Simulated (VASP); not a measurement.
Write the native input for VASP 6.6.1 that does the following.

```yaml
Task: single point
Functional: HSE06
Potentials_or_basis: VASP PAW PBE potentials, release 64 (Ga_d, P)
Cutoff: 520 eV
k_mesh: 6 × 6 × 6
Occupations: gaussian, width 0.01 eV
Spin: no spin polarisation
Dipole_correction: no
Grid_for_exact_exchange_PRECFOCK: Normal
Further_INCAR_settings: ALGO = Normal; EDIFF = 1e-06; NBANDS = 16
Share_of_exact_exchange: 0.25
Screening_parameter: 0.2079 1/Å
```

Crystal: GaP.

```xyz
2
Lattice="0.0000 2.7254 2.7527 2.7254 0.0000 2.7527 2.7254 2.7254 0.0000" Properties=species:S:1:pos:R:3 pbc="T T T"
Ga    0.0000    0.0000    0.0000
P     1.3627    1.3627    1.3763
```

This cell differs from its parent crystal: uniaxial z strain +1.0%.

These files were run (other wordings do the same):

POSCAR

```
GaP
1.0
    0.0000000000      2.7253992874      2.7526532803
    2.7253992874      0.0000000000      2.7526532803
    2.7253992874      2.7253992874      0.0000000000
Ga P
1 1
Direct
    0.0000000000      0.0000000000      0.0000000000
    0.2500000000      0.2500000000      0.2500000000
```

INCAR.step1

```
PREC = Accurate ; ENCUT = 520
EDIFF = 1E-5 ; ISMEAR = 0
SIGMA = 0.01 ; LREAL = F
LASPH = T ; NELM = 100
ALGO = Normal ; ISIF = 2
LWAVE = T ; LCHARG = F
GGA = PE ; NBANDS = 16
```

INCAR.step2

```
PREC = Accurate ; ENCUT = 520
EDIFF = 1E-6 ; ISMEAR = 0
SIGMA = 0.01 ; LREAL = F
LASPH = T ; NELM = 100
ALGO = Normal ; ISIF = 2
LWAVE = F ; LCHARG = F
GGA = PE ; LHFCALC = T
HFSCREEN = 0.2079 ; PRECFOCK = Normal
ISTART = 1 ; NBANDS = 16
```

KPOINTS

```
Automatic mesh
0
Gamma
  6 6 6
```

Potentials or basis: VASP PAW PBE potentials, release 64 (Ga_d, P).

Launch:

```console
$ cat potpaw_PBE.64/Ga_d/POTCAR potpaw_PBE.64/P/POTCAR > POTCAR
$ cp INCAR.step1 INCAR
$ mpirun -np 1 vasp_std > vasp.out
$ cp INCAR.step2 INCAR
$ mpirun -np 1 vasp_std > vasp.out
```

Results of the run:

The pressure is -0.3 GPa and the band gap on the k mesh is 2.27 eV (least direct gap 2.68 eV).

Caveat: the cell differs from its parent crystal (uniaxial z strain +1.0%); the PAW data sets were made with another functional, which shifts forces and pressure a little.

Wall time 81 min on 1 thread of Intel(R) Xeon(R) Platinum 8259CL CPU @ 2.50GHz (Skylake/Cascade Lake) (shared host), peak memory 0.3 GiB.
